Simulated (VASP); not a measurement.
# InRu2 in VASP: further runs, part 2 of 2

VASP 6.6.1.

## Step 4: Single point, PBE

INCAR

```
PREC = Accurate
ENCUT = 600
EDIFF = 1E-6
ISMEAR = 0
SIGMA = 0.1
LREAL = False
LASPH = True
NELM = 120
ALGO = Normal
ISIF = 2
LWAVE = False
LCHARG = False
GGA = PE
NBANDS = 30
GGA_COMPAT = False
```

KPOINTS

```
regular mesh
0
Gamma
  6 6 2
```

POSCAR

```
InRu2
1.0
    2.5377277700      0.0000000000      0.0000000000
   -1.2688638900      2.1977367200      0.0000000000
    0.0000000000      0.0000000000     12.4911177200
In Ru
1 2
Direct
    0.0000000000      0.0000000000      0.0000000000
    0.3333333300      0.6666666700      0.8978554600
    0.3333333300      0.6666666700      0.1021445400
```

Potentials or basis: VASP PAW PBE potentials, release 64 (In_d, Ru_sv).

Run with:

```bash
> cat potpaw_PBE.64/In_d/POTCAR potpaw_PBE.64/Ru_sv/POTCAR > POTCAR
> mpirun -np 1 vasp_std > vasp.out
```

It took 48 s on 1 thread of Intel Xeon Platinum 8259CL at 2.50GHz (Skylake/Cascade Lake), shared host; peak memory 0.2 GiB.

Results (log left out):

| Quantity | Value |
| --- | --- |
| Free energy | 18.0800 eV |
| Largest force | 46.421 eV/Å |

Forces in eV/Å, atoms in the order of the input:
```
In    0.000   0.000   0.000
Ru    0.000   0.000 -46.421
Ru    0.000   0.000  46.421
```

Levels at points of the mesh, in eV from the Fermi level:
```csv
k point,band 20,band 21,band 22,band 23,band 24,band 25,band 26,band 27
"(0.00, 0.00, 0.00)",-2.54,-1.65,-0.61,0.49,0.49,0.55,0.55,4.41
"(0.50, 0.00, 0.00)",0.31,0.47,0.94,1.58,2.06,3.29,5.02,8.82
"(0.00, 0.00, 0.50)",-2.54,-1.65,-0.60,0.49,0.49,0.55,0.55,4.05
"(0.50, 0.00, 0.50)",0.31,0.47,0.94,1.58,2.06,3.29,5.02,8.79
```

Caveat: the k points lie up to 0.48 Å⁻¹ apart; spin-orbit coupling is left out, which moves the levels of the heavy elements.

## Step 5: Relaxation of cell and atoms, PBE

INCAR

```
PREC = Accurate
ENCUT = 600
EDIFF = 1E-7
ISMEAR = 0
SIGMA = 0.1
LREAL = F
LASPH = T
NELM = 120
ALGO = Normal
ISIF = 3
LWAVE = F
LCHARG = F
GGA = PE
IBRION = 2
NSW = 90
EDIFFG = -0.04
GGA_COMPAT = F
NELMIN = 4
```

KPOINTS

```
Automatic mesh
0
Gamma
  6 6 2
```

POSCAR is that of step 4.

Run with:

```bash
> cat potpaw_PBE.64/In_d/POTCAR potpaw_PBE.64/Ru_sv/POTCAR > POTCAR
> mpirun -np 1 vasp_std > vasp.out
```

It took 8.1 min on 1 thread of AMD EPYC 9R45 (Zen 5), shared host; peak memory 0.18 GiB.

The run converged. Its results:

```yaml
Free_energy: -17.6831 eV
Relaxed_cell: a = 2.807 Å, b = 2.807 Å, c = 10.833 Å, α = 90.00°, β = 90.00°, γ = 120.00°
Space_group_after_relaxing_to_0.05_Å: P-6m2 (No. 187)
Energy_gained_by_relaxing: 11921.0 meV/atom
Ionic_steps: 21
Largest_force_after_relaxing: 0.028 eV/Å
```

Forces in eV/Å, atoms in the order of the input:
```
In   0.000  0.000  0.000
Ru   0.000  0.000 -0.028
Ru   0.000  0.000  0.028
```

The path:
```
step  energy change (eV)  largest force (eV/Å)  pressure (GPa)  volume (Å³)
   1              0.0000               46.4210          248.36        69.67
   2           1083.7743                1.1362         -212.44      1423.81
   3            -33.7722                0.9195          -11.23        99.64
   4            -33.9002                0.9214          -10.76        97.98
   5            -34.6947                0.7395           -1.38        83.02
   6            -34.7150                0.6138            2.91        79.52
   7            -34.7190                0.6564            1.49        80.58
   8            -34.7189                0.6480            1.79        80.36
   9            -35.0251                1.1233           -5.87        82.97
  10            -35.2081                1.3564          -10.29        84.96
  11            -35.3517                1.1844          -10.12        83.79
  12            -35.5034                0.7534           -9.09        81.81
  13            -35.3865                0.8081           -3.58        77.45
  14            -35.5325                0.5402           -8.36        80.79
  15            -35.5395                0.3842           -7.79        80.22
  16            -35.6476                0.2349           -5.75        78.20
  17            -35.7538                0.0762           -0.99        74.58
  18            -35.7585                0.1738            0.66        73.56
  19            -35.7586                0.1615            0.44        73.69
  20            -35.7604                0.1277            0.35        73.74
  21            -35.7631                0.0279            0.11        73.90
```

Final structure:
```cif
data_structure
_symmetry_space_group_name_H-M 'P 1'
_symmetry_Int_Tables_number 1
_cell_length_a 2.8066
_cell_length_b 2.8066
_cell_length_c 10.8333
_cell_angle_alpha 90.000
_cell_angle_beta 90.000
_cell_angle_gamma 120.000
_cell_volume 73.90
loop_
_atom_site_label
_atom_site_type_symbol
_atom_site_fract_x
_atom_site_fract_y
_atom_site_fract_z
_atom_site_occupancy
In1 In 0.00000 0.00000 0.00000 1
Ru1 Ru 0.33333 0.66667 0.79064 1
Ru2 Ru 0.33333 0.66667 0.20936 1
```

Levels at points of the mesh, in eV from the Fermi level:
| k point | band 18 | band 19 | band 20 | band 21 | band 22 | band 23 | band 24 | band 25 | band 26 | band 27 |
| --- | --- | --- | --- | --- | --- | --- | --- | --- | --- | --- |
| (0.00, 0.00, 0.00) | -1.29 | -1.29 | -1.25 | -1.25 | -0.43 | 0.58 | 0.58 | 0.59 | 0.59 | 0.78 |
| (0.50, 0.00, 0.00) | -3.09 | -0.42 | -0.22 | -0.08 | 0.03 | 1.47 | 1.98 | 1.98 | 2.02 | 5.19 |
| (0.00, 0.00, 0.50) | -1.29 | -1.29 | -1.25 | -1.25 | -0.13 | 0.33 | 0.58 | 0.58 | 0.59 | 0.59 |
| (0.50, 0.00, 0.50) | -3.09 | -0.43 | -0.22 | -0.07 | 0.03 | 1.49 | 1.98 | 1.98 | 1.99 | 5.24 |

Caveat: the k points lie up to 0.43 Å⁻¹ apart in the final cell; spin-orbit coupling is left out, which moves the levels of the heavy elements.

## Step 6: Overview

```csv
task,potentials or basis,spin,cell,cutoff (eV),second run,gap on the mesh (eV),relaxed volume (Å³/atom),largest force (eV/Å)
relaxation of cell and atoms,"VASP PAW PBE potentials, release 64 (In_d, Ru_pv)",off,"relaxed from a = 2.538, b = 2.538, c = 12.491 Å, angles 90.0, 90.0, 120.0°, 3 atoms",600,-,none,24.89,0.02
single point,"VASP PAW PBE potentials, release 64 (In_d, Ru_pv)","collinear, ferromagnetic start","a = 2.807, b = 2.807, c = 13.338 Å, angles 90.0, 90.0, 120.0°, 3 atoms",520,-,none,-,0.05
single point,"VASP PAW PBE potentials, release 64 (In_d, Ru_sv)",off,"a = 2.538, b = 2.538, c = 12.491 Å, angles 90.0, 90.0, 120.0°, 3 atoms",600,valence_matched,none,-,46.42
relaxation of cell and atoms,"VASP PAW PBE potentials, release 64 (In_d, Ru_sv)",off,"relaxed from a = 2.538, b = 2.538, c = 12.491 Å, angles 90.0, 90.0, 120.0°, 3 atoms",600,valence_matched,none,24.63,0.03
```

Alike in all rows: level PBE; k mesh 6 × 6 × 2; smearing gaussian 0.1 eV.

Caveats: all runs use coarse meshes; spin-orbit coupling is left out, which moves the levels of the heavy elements.

Total energies depend on the potentials used, so only differences within one code and one set of settings carry meaning.
